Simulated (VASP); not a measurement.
# Li3Sc (P6_3/mmc) in VASP: further runs, part 2 of 2

VASP 6.6.1. The steps go on from the part before.

### Step 3. Single point, PBE

Input file INCAR:

```
  ALGO = Normal
  EDIFF = 1E-6
  ENCUT = 520
  GGA = PE
  ISIF = 2
  ISMEAR = -1
  LASPH = T
  LCHARG = F
  LREAL = F
  LWAVE = F
  NBANDS = 30
  NELM = 60
  PREC = Accurate
  SIGMA = 0.1
```

Input file KPOINTS:

```
k-points
0
Gamma
  5 5 5
```

Input file POSCAR:

```
Li3Sc
1.0
    6.2314559100      0.0000000000      0.0000000000
   -3.1157279550      5.3965991206      0.0000000000
    0.0000000000      0.0000000000      4.9326660000
Li Sc
6 2
Direct
    0.3217400100      0.1608700050      0.7500000000
    0.1608700050      0.3217400100      0.2500000000
    0.1608700050      0.8391299950      0.2500000000
    0.6782599900      0.8391299950      0.2500000000
    0.8391299950      0.1608700050      0.7500000000
    0.8391299950      0.6782599900      0.7500000000
    0.6666666667      0.3333333333      0.2500000000
    0.3333333333      0.6666666667      0.7500000000
```

Potentials or basis: VASP PAW PBE potentials, release 64 (Li_sv, Sc_sv).

The run is started by

```console
$ cat potpaw_PBE.64/Li_sv/POTCAR potpaw_PBE.64/Sc_sv/POTCAR > POTCAR
$ mpirun -np 1 vasp_std > vasp.out
```

OUTCAR:

```text
EDIFF = 1E-6
   ENCUT = 520
   GGA = PE
   ISIF = 2
   ISMEAR = -1
   LASPH = T
   LREAL = F
   NELM = 60
   PREC = Accurate

 ion  position               nearest neighbor table
   1  0.322  0.161  0.750-
   2  0.161  0.322  0.250-
   3  0.161  0.839  0.250-
   4  0.678  0.839  0.250-
   5  0.839  0.161  0.750-
   6  0.839  0.678  0.750-
   7  0.667  0.333  0.250-
   8  0.333  0.667  0.750-

  LATTYP: Found a hexagonal cell.
 ALAT       =     6.2314559100
 C/A-ratio  =     0.7915752067

  Lattice vectors:

 A1 = (   6.2314559100,   0.0000000000,   0.0000000000)
 A2 = (  -3.1157279550,   5.3965991206,   0.0000000000)
 A3 = (   0.0000000000,   0.0000000000,   4.9326660000)

Analysis of symmetry for initial positions (statically):
=====================================================================
 Subroutine PRICEL returns:
 Original cell was already a primitive cell.

 Routine SETGRP: Setting up the symmetry group for a
 hexagonal supercell.

 Subroutine GETGRP returns: Found 24 space group operations
 (whereof 12 operations were pure point group operations)
 out of a pool of 24 trial point group operations.

The static configuration has the point symmetry D_3d.
 The point group associated with its full space group is D_6h.

Analysis of symmetry for dynamics (positions and initial velocities):
=====================================================================
 Subroutine PRICEL returns:
 Original cell was already a primitive cell.

 Routine SETGRP: Setting up the symmetry group for a
[... 124 lines left out ...]
   ISMEAR =    -1;   SIGMA  =   0.10  broadening in eV -4-tet -1-fermi 0-gaus
   EFERMI_NEDOS =   21; number of points for ismear=-14 and -15
   IALGO  =     38    algorithm
   IMIX   =      4    mixing-type and parameters
     AMIX     =   0.40;   BMIX     =  1.00
     AMIX_MAG =   1.60;   BMIX_MAG =  1.00
  volume/ion in A,a.u.               =      20.73       139.93
  Fermi-wavevector in a.u.,A,eV,Ry     =   1.018977  1.925587 14.127120  1.038314
  Thomas-Fermi vector in A             =   2.152465
   LORBIT       =      0    0 simple, 1 ext, 2 COOP (PROOUT), +10 PAW based schemes
   GGA     = PE    functional components
   LHFCALC =     F    Hartree Fock is set to
   AEXX    =    0.0000 exact exchange contribution
   IVDW    =     0    specifies the selected vdW correction
   LEPSILON=     F    determine dielectric tensor
   LRPA    =     F    only Hartree local field effects (RPA)
 non-spin polarized calculation
  energy-cutoff  :      520.00
  volume of cell :      165.88
 maximum number of plane-waves:      4500
 NGX is ok and might be reduce to    48
   NGX = 23   NGY = 23   NGZ = 19

 number of electron      40.0000014 magnetization

 Free energy of the ion-electron system (eV)
  ---------------------------------------------------
  ext. energy  EPLUGINS =         0.00000000
  ---------------------------------------------------
  free energy    TOTEN  =       -22.34338416 eV

  energy without entropy =      -22.03680545  energy(sigma->0) =      -22.19009480

 E-fermi :   1.5633     XC(G=0):  -8.0199

 val. band max:        1.5165464214   @ k =   0.4000   0.2000   0.2000
 cond. band min:       1.5671020005   @ k =   0.2000   0.0000   0.4000
 fundamental gap:      0.0505555791
 Fermi energy:         1.5632670386

 k-point     1 :       0.0000    0.0000    0.0000
  band No.  band energies     occupation
      1     -48.8110      2.00000
      2     -48.8100      2.00000
      3     -44.3404      2.00000
      4     -44.3285      2.00000
      5     -44.3285      2.00000
      6     -44.3256      2.00000
[... 484 lines left out ...]
     29       3.3133      0.00000
     30       3.6425      0.00000

------------------------ aborting loop because EDIFF is reached ----------------------------------------

  FORCE on cell =-STRESS in cart. coord.  units (eV):
  Direction    XX          YY          ZZ          XY          YZ          ZX
  --------------------------------------------------------------------------------------
  -------------------------------------------------------------------------------------
  Total       -0.0454480     -0.0454480      0.1211668      0.0000000      0.0000000      0.0000000
  in kB       -0.4389691     -0.4389691      1.1703154      0.0000000      0.0000000      0.0000000
  external PRESSURE =       0.0974591 kB  Pullay stress =       0.0000000 kB

 VOLUME and BASIS-vectors are now :
 -----------------------------------------------------------------------------
  energy-cutoff  :      520.00
  volume of cell :      165.88
      direct lattice vectors                 reciprocal lattice vectors
     6.231455910  0.000000000  0.000000000     0.160476141  0.092650943  0.000000000
    -3.115727955  5.396599121  0.000000000     0.000000000  0.185301887  0.000000000
     0.000000000  0.000000000  4.932666000     0.000000000  0.000000000  0.202730126

 POSITION                                       TOTAL-FORCE (eV/Angst)
 -----------------------------------------------------------------------------------
      1.50368      0.86815      3.69950         0.019486      0.011250      0.000000
      0.00000      1.73630      1.23317         0.000000      0.022501      0.000000
     -1.61205      4.52845      1.23317         0.019486     -0.011250     -0.000000
      1.61205      4.52845      1.23317        -0.019486     -0.011250     -0.000000
      4.72777      0.86815      3.69950        -0.019486      0.011250      0.000000
      3.11573      3.66030      3.69950         0.000000     -0.022501     -0.000000
      3.11573      1.79887      1.23317         0.000000      0.000000     -0.000000
     -0.00000      3.59773      3.69950         0.000000      0.000000      0.000000
 -----------------------------------------------------------------------------------
    total drift:                               -0.000000      0.000000     -0.000000

  FREE ENERGIE OF THE ION-ELECTRON SYSTEM (eV)
  ---------------------------------------------------
  free  energy   TOTEN  =       -22.3433841565 eV

  energy  without entropy=      -22.0368054482  energy(sigma->0) =      -22.19009480
```

OSZICAR:

```text
N       E                     dE             d eps       ncg     rms          rms(c)
DAV:   1     0.527887659731E+03    0.52789E+03   -0.17665E+04   900   0.136E+03
DAV:   2     0.275613169260E+02   -0.50033E+03   -0.49048E+03  1044   0.545E+02
DAV:   3    -0.109426494518E+02   -0.38504E+02   -0.37262E+02  1628   0.144E+02
DAV:   4    -0.240433005100E+02   -0.13101E+02   -0.12937E+02  1784   0.498E+01
DAV:   5    -0.265604448735E+02   -0.25171E+01   -0.25104E+01  1544   0.263E+01    0.836E+00
DAV:   6    -0.224583650325E+02    0.41021E+01   -0.17271E+01  1666   0.290E+01    0.181E+00
DAV:   7    -0.223908802075E+02    0.67485E-01   -0.52471E-01  1520   0.492E+00    0.113E+00
DAV:   8    -0.223431121603E+02    0.47768E-01   -0.14833E-01  1352   0.196E+00    0.178E-01
DAV:   9    -0.223433657855E+02   -0.25363E-03   -0.11970E-02  1610   0.635E-01    0.105E-01
DAV:  10    -0.223433993169E+02   -0.33531E-04   -0.10606E-03  1464   0.252E-01    0.367E-02
DAV:  11    -0.223434563041E+02   -0.56987E-04   -0.70190E-04  1528   0.178E-01    0.458E-02
DAV:  12    -0.223433837381E+02    0.72566E-04   -0.29401E-04  1456   0.998E-02    0.391E-03
DAV:  13    -0.223433851270E+02   -0.13889E-05   -0.10183E-05  1320   0.199E-02    0.639E-03
DAV:  14    -0.223433841565E+02    0.97049E-06   -0.63472E-06  1104   0.168E-02
   1 F= -.22343384E+02 E0= -.22190095E+02  d E =-.306579E+00
```

It took 85 s on 1 thread of Intel Xeon Platinum 8375C at 2.90GHz (Ice Lake), shared host; peak memory 0.3 GiB.

What came out:

```yaml
Free_energy: -22.3434 eV
Largest_force: 0.023 eV/Å
Band_gap_on_the_k_mesh: zero (band 20 reaches 1.72 eV, above the bottom of band 21 at 1.38 eV)
```

Forces on the atoms (eV/Å):
```
Li   0.019  0.011  0.000
Li   0.000  0.023  0.000
Li   0.019 -0.011  0.000
Li  -0.019 -0.011  0.000
Li  -0.019  0.011  0.000
Li   0.000 -0.023  0.000
Sc   0.000  0.000  0.000
Sc   0.000  0.000  0.000
```

Caveat: the cutoff is under 1.25 times the usual one of these potentials, so pressure, stress and relaxed cells hold a basis-set (Pulay) error.
